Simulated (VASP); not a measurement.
# CuI (zincblende type) (F-43m) in VASP: further runs

CuI (zincblende type) is run at these levels: PBE, LDA; tasks: electric field gradients.

Program: VASP 6.6.1. These are calculated values, not measurements. Logs are shortened: lines on timing, memory, paths and dates and some standing lists are left out, and cuts for length are marked.

**1. The cell of the first run**

Symmetry: F-43m, No. 216, cubic system. Conventional cell: a = 6.079 Å, b = 6.079 Å, c = 6.079 Å, α = 90.00°, β = 90.00°, γ = 90.00°. Cu (site symmetry -43m) has 4 I at 2.63 Å within 3.5 Å. I (site symmetry -43m) has 4 Cu at 2.63 Å within 3.5 Å.

**2. Electric field gradients, PBE, non-collinear spin, zero start, spin-orbit coupling**

INCAR reads:

```
SYSTEM = CuI
PREC     = Accurate       ! precision mode
ENCUT    = 520            ! plane-wave cutoff, eV
EDIFF    = 1E-8           ! SCF threshold, eV
ISMEAR   = -1             ! smearing method
SIGMA    = 0.05           ! smearing width, eV
LREAL    = .False.        ! projectors in reciprocal space
LASPH    = .True.         ! aspherical terms in the spheres
NELM     = 150            ! most SCF steps
ALGO     = Normal         ! electronic algorithm
ISIF     = 2              ! what is computed and relaxed
LWAVE    = .False.        ! write WAVECAR
LCHARG   = .False.        ! write CHGCAR
MAGMOM   = 0 0 0 0 0 0    ! initial moments
LORBIT   = 11             ! projections on sites
LSORBIT  = .True.         ! spin-orbit coupling
GGA_COMPAT= .False.      
LORBMOM  = .True.       
LMAXMIX  = 4              ! l up to which the mixer works
GGA      = PE             ! functional
LEFG     = .True.       
NBANDS   = 30             ! bands
```

KPOINTS reads:

```
Automatic mesh
0
Gamma
  12 12 12
  0 0 0
```

POSCAR reads:

```
CuI
1.0
    0.0000000000      3.0395164954      3.0395164954
    3.0395164954      0.0000000000      3.0395164954
    3.0395164954      3.0395164954      0.0000000000
Cu I
1 1
Direct
    0.0000000000      0.0000000000      0.0000000000
    0.2500000000      0.2500000000      0.2500000000
```

Potentials or basis: VASP PAW PBE potentials, release 64 (Cu, I).

Run with:

```
cat potpaw_PBE.64/Cu/POTCAR potpaw_PBE.64/I/POTCAR > POTCAR
mpirun -np 1 vasp_ncl > vasp.out
```

OUTCAR:

```text
SYSTEM = CuI
   PREC = Accurate
   ENCUT = 520
   EDIFF = 1E-8
   ISMEAR = -1
   LREAL = .False.
   LASPH = .True.
   NELM = 150
   ISIF = 2
   LORBIT = 11
   LSORBIT = .True.
   GGA = PE

 ion  position               nearest neighbor table
   1  0.000  0.000  0.000-   2 2.63   2 2.63   2 2.63   2 2.63
   2  0.250  0.250  0.250-   1 2.63   1 2.63   1 2.63   1 2.63

  LATTYP: Found a face centered cubic cell.
 ALAT       =     6.0790329908

  Lattice vectors:

 A1 = (   0.0000000000,   3.0395164954,   3.0395164954)
 A2 = (   3.0395164954,   0.0000000000,   3.0395164954)
 A3 = (   3.0395164954,   3.0395164954,   0.0000000000)

Analysis of symmetry for initial positions (statically):
=====================================================================
 Subroutine PRICEL returns:
 Original cell was already a primitive cell.

 Routine SETGRP: Setting up the symmetry group for a
 face centered cubic supercell.

 Subroutine GETGRP returns: Found 24 space group operations
 (whereof 24 operations were pure point group operations)
 out of a pool of 48 trial point group operations.

The static configuration has the point symmetry T_d .

Analysis of symmetry for dynamics (positions and initial velocities):
=====================================================================
 Subroutine PRICEL returns:
 Original cell was already a primitive cell.

 Routine SETGRP: Setting up the symmetry group for a
 face centered cubic supercell.

 Subroutine GETGRP returns: Found 24 space group operations
 (whereof 24 operations were pure point group operations)
 out of a pool of 48 trial point group operations.

The dynamic configuration has the point symmetry T_d .

Analysis of structural, dynamic, and magnetic symmetry:
=====================================================================
 Subroutine PRICEL returns:
 Original cell was already a primitive cell.

 Routine SETGRP: Setting up the symmetry group for a
 face centered cubic supercell.

 Subroutine GETGRP returns: Found 24 space group operations
 (whereof 24 operations were pure point group operations)
 out of a pool of 48 trial point group operations.

The overall configuration has the point symmetry T_d .

 Subroutine INISYM returns: Found 24 space group operations
 (whereof 24 operations are pure point group operations),
 and found     1 'primitive' translations

----------------------------------------------------------------------------------------
[... 1000 lines left out ...]
----------------------------------------------------------------------
 ion       Cq(MHz)       eta       Q (mb)
----------------------------------------------------------------------
   1      -0.000       0.000       1.000
   2       0.000       0.000       1.000
----------------------------------------------------------------------

 orbital moment (x)

 # of ion     p       d       tot
 ----------------------------------------
  1        -0.000   0.000  -0.000
  2        -0.000   0.000  -0.000
 ----------------------------------------
           -0.000   0.000  -0.000

 orbital moment (y)

 # of ion     p       d       tot
 ----------------------------------------
  1         0.000   0.000   0.000
  2        -0.000  -0.000  -0.000
 ----------------------------------------
           -0.000  -0.000  -0.000

 orbital moment (z)

 # of ion     p       d       tot
 ----------------------------------------
  1        -0.000   0.000  -0.000
  2         0.000   0.000   0.000
 ----------------------------------------
           -0.000   0.000  -0.000

 Spin-Orbit-Coupling matrix elements

 Ion:    1  E_soc:     -0.0099818
 l=   1
     0.0000000    -0.0003751    -0.0003751
    -0.0003751     0.0000000    -0.0003751
    -0.0003751    -0.0003751     0.0000000
 l=   2
     0.0000000    -0.0002555     0.0000000    -0.0002555    -0.0010330
    -0.0002555     0.0000000    -0.0007748    -0.0002555    -0.0002583
     0.0000000    -0.0007748     0.0000000    -0.0007748     0.0000000
    -0.0002555    -0.0002555    -0.0007748     0.0000000    -0.0002583
    -0.0010330    -0.0002583     0.0000000    -0.0002583     0.0000000
 l=   3
     0.0000000     0.0000000     0.0000000     0.0000000     0.0000000     0.0000000     0.0000000
     0.0000000     0.0000000     0.0000000     0.0000000     0.0000000     0.0000000     0.0000000
     0.0000000     0.0000000     0.0000000     0.0000000     0.0000000     0.0000000     0.0000000
     0.0000000     0.0000000     0.0000000     0.0000000     0.0000000     0.0000000     0.0000000
     0.0000000     0.0000000     0.0000000     0.0000000     0.0000000     0.0000000     0.0000000
     0.0000000     0.0000000     0.0000000     0.0000000     0.0000000     0.0000000     0.0000000
     0.0000000     0.0000000     0.0000000     0.0000000     0.0000000     0.0000000     0.0000000

 Ion:    2  E_soc:     -0.2540882
 l=   1
     0.0000000    -0.0422063    -0.0422063
    -0.0422063     0.0000000    -0.0422063
    -0.0422063    -0.0422063     0.0000000
 l=   2
     0.0000000    -0.0000483     0.0000000    -0.0000483    -0.0000934
    -0.0000483     0.0000000    -0.0000701    -0.0000483    -0.0000234
     0.0000000    -0.0000701     0.0000000    -0.0000701     0.0000000
    -0.0000483    -0.0000483    -0.0000701     0.0000000    -0.0000234
    -0.0000934    -0.0000234     0.0000000    -0.0000234     0.0000000
 l=   3
     0.0000000     0.0000000     0.0000000     0.0000000     0.0000000     0.0000000     0.0000000
     0.0000000     0.0000000     0.0000000     0.0000000     0.0000000     0.0000000     0.0000000
     0.0000000     0.0000000     0.0000000     0.0000000     0.0000000     0.0000000     0.0000000
     0.0000000     0.0000000     0.0000000     0.0000000     0.0000000     0.0000000     0.0000000
     0.0000000     0.0000000     0.0000000     0.0000000     0.0000000     0.0000000     0.0000000
     0.0000000     0.0000000     0.0000000     0.0000000     0.0000000     0.0000000     0.0000000
     0.0000000     0.0000000     0.0000000     0.0000000     0.0000000     0.0000000     0.0000000

 total charge

# of ion       s       p       d       tot
------------------------------------------
    1        0.326   0.256   9.334   9.915
    2        1.493   2.758   0.052   4.304
--------------------------------------------------
tot          1.819   3.014   9.386  14.219

 magnetization (x)

# of ion       s       p       d       tot
------------------------------------------
    1        0.000   0.000   0.000   0.000
    2       -0.000  -0.000   0.000  -0.000
--------------------------------------------------
tot          0.000  -0.000   0.000   0.000

 magnetization (y)

# of ion       s       p       d       tot
------------------------------------------
    1        0.000  -0.000   0.000  -0.000
    2       -0.000   0.000  -0.000  -0.000
--------------------------------------------------
tot         -0.000  -0.000  -0.000  -0.000

 magnetization (z)

# of ion       s       p       d       tot
------------------------------------------
    1       -0.000   0.000   0.000   0.000
    2        0.000   0.000  -0.000   0.000
--------------------------------------------------
tot         -0.000   0.000   0.000   0.000
```

OSZICAR:

```text
N       E                     dE             d eps       ncg     rms          rms(c)
DAV:   1     0.140317490623E+03    0.14032E+03   -0.73304E+03  6960   0.129E+03
DAV:   2     0.890000181925E+01   -0.13142E+03   -0.12245E+03  7116   0.288E+02
DAV:   3    -0.518493497966E+01   -0.14085E+02   -0.13704E+02  8934   0.111E+02
[... 12 lines left out ...]
DAV:  16    -0.569351234285E+01    0.87164E-07   -0.55500E-08 10584   0.387E-03    0.752E-04
DAV:  17    -0.569351241171E+01   -0.68860E-07   -0.68140E-08 10130   0.563E-03    0.177E-03
DAV:  18    -0.569351239116E+01    0.20548E-07   -0.48263E-09  5358   0.650E-04    0.865E-04
DAV:  19    -0.569351236888E+01    0.22289E-07   -0.19958E-09  4458   0.109E-03    0.104E-04
DAV:  20    -0.569351236526E+01    0.36164E-08   -0.13585E-09  4230   0.757E-04
   1 F= -.56935124E+01 E0= -.56935123E+01  d E =-.196725E-06  mag=     0.0000    -0.0000     0.0000
```

stdout:

```text
POSCAR found type information on POSCAR CuI
 POSCAR found :  2 types and       2 ions
 scaLAPACK will be used
 LDA part: xc-table for (Slater+PW92), standard interpolation
 POSCAR, INCAR and KPOINTS ok, starting setup
 FFT: planning ... GRIDC
 FFT: planning ... GRID_SOFT
 FFT: planning ... GRID
 WAVECAR not read
 entering main loop
ion   1

ion   2
```

Wall time 16 min (1 thread of Intel Xeon 8259CL, shared host); peak memory 0.5 GiB.

What came out:

- Free energy: -5.6935 eV
- Pressure: 0.1 GPa
- Net moment: 0.00 μB per cell
- Largest electric field gradient by atom: under 0.05 V/Å² on every atom
- Valence electrons inside the program's atomic spheres: Cu 9.91; I 4.30

Moments on the atoms (μB; x, y, z):
```
Cu  0.00 0.00 0.00
I   0.00 0.00 0.00
```

**3. Electric field gradients, LDA**

INCAR reads:

```
SYSTEM = CuI
ALGO = Normal
EDIFF = 1E-8
ENCUT = 520
GGA = CA
ISIF = 2
ISMEAR = -1
LASPH = .True.
LCHARG = .False.
LEFG = .True.
LREAL = .False.
LWAVE = .False.
NBANDS = 16
NELM = 80
PREC = Accurate
SIGMA = 0.05
```

KPOINTS reads:

```
k-points
0
Gamma
  12 12 12
  0 0 0
```

POSCAR is that of step 2.

Potentials or basis: VASP PAW LDA potentials, release 64 (Cu, I).

Run with:

```
cat potpaw_LDA.64/Cu/POTCAR potpaw_LDA.64/I/POTCAR > POTCAR
mpirun -np 1 vasp_std > vasp.out
```

OUTCAR:

```text
SYSTEM = CuI
   EDIFF = 1E-8
   ENCUT = 520
   GGA = CA
   ISIF = 2
   ISMEAR = -1
   LASPH = .True.
   LREAL = .False.
   NELM = 80
   PREC = Accurate

 ion  position               nearest neighbor table
   1  0.000  0.000  0.000-   2 2.63   2 2.63   2 2.63   2 2.63
   2  0.250  0.250  0.250-   1 2.63   1 2.63   1 2.63   1 2.63

  LATTYP: Found a face centered cubic cell.
 ALAT       =     6.0790329908

  Lattice vectors:

 A1 = (   0.0000000000,   3.0395164954,   3.0395164954)
 A2 = (   3.0395164954,   0.0000000000,   3.0395164954)
[... 667 lines left out ...]
  ---------------------------------------------------
  free  energy   TOTEN  =        -6.9065303114 eV

  energy  without entropy=       -6.9065300368  energy(sigma->0) =       -6.90653017

 Electric field gradients (V/A^2)
---------------------------------------------------------------------
 ion       V_xx      V_yy      V_zz      V_xy      V_xz      V_yz
---------------------------------------------------------------------
   1      -0.000     0.000     0.000    -0.002    -0.002    -0.002
   2       0.000    -0.000     0.000     0.000     0.000     0.000
---------------------------------------------------------------------

 Electric field gradients after diagonalization (V/A^2)
 (convention: |V_zz| > |V_xx| > |V_yy|)
----------------------------------------------------------------------
 ion       V_xx      V_yy      V_zz     asymmetry (V_yy - V_xx)/ V_zz
----------------------------------------------------------------------
   1       0.002     0.002    -0.003       0.000
   2      -0.000    -0.000     0.001       0.000
----------------------------------------------------------------------

           NMR quadrupolar parameters

 Cq : quadrupolar parameter    Cq=e*Q*V_zz/h
 eta: asymmetry parameters     (V_yy - V_xx)/ V_zz
 Q  : nuclear electric quadrupole moment in mb (millibarn)
----------------------------------------------------------------------
 ion       Cq(MHz)       eta       Q (mb)
----------------------------------------------------------------------
   1      -0.000       0.000       1.000
   2       0.000       0.000       1.000
----------------------------------------------------------------------
```

stdout:

```text
POSCAR found type information on POSCAR CuI
 POSCAR found :  2 types and       2 ions
 scaLAPACK will be used
 LDA part: xc-table for (Slater(with rela. corr.)+CA(PZ))
 , standard interpolation
 POSCAR, INCAR and KPOINTS ok, starting setup
 FFT: planning ... GRIDC
 FFT: planning ... GRID_SOFT
 FFT: planning ... GRID
 WAVECAR not read
 entering main loop
ion   1

ion   2
```

It took 88 s on 1 thread of Oxide Virtual Turin-like, shared host; peak memory 0.17 GiB.

What came out:

| Item | Value |
| --- | --- |
| Free energy | -6.9065 eV |
| Pressure | -4.6 GPa |
| Band gap on the k mesh | 0.98 eV |
| Largest electric field gradient by atom | under 0.05 V/Å² on every atom |

Levels at points of the mesh, in eV from the valence-band top:
```csv
k point,band 6,band 7,band 8,band 9,band 10,band 11,band 12,band 13
"(0.00, 0.00, 0.00)",-1.89,0.00,0.00,0.00,0.98,4.88,4.88,4.88
"(0.50, 0.00, 0.00)",-1.86,-1.82,-0.71,-0.71,2.06,5.40,5.40,7.23
"(0.50, 0.50, 0.00)",-1.83,-1.80,-1.52,-1.52,2.64,2.86,8.98,9.66
```

Caveat: the cell stands under tension; spin-orbit coupling is left out, which moves the levels of the heavy elements.
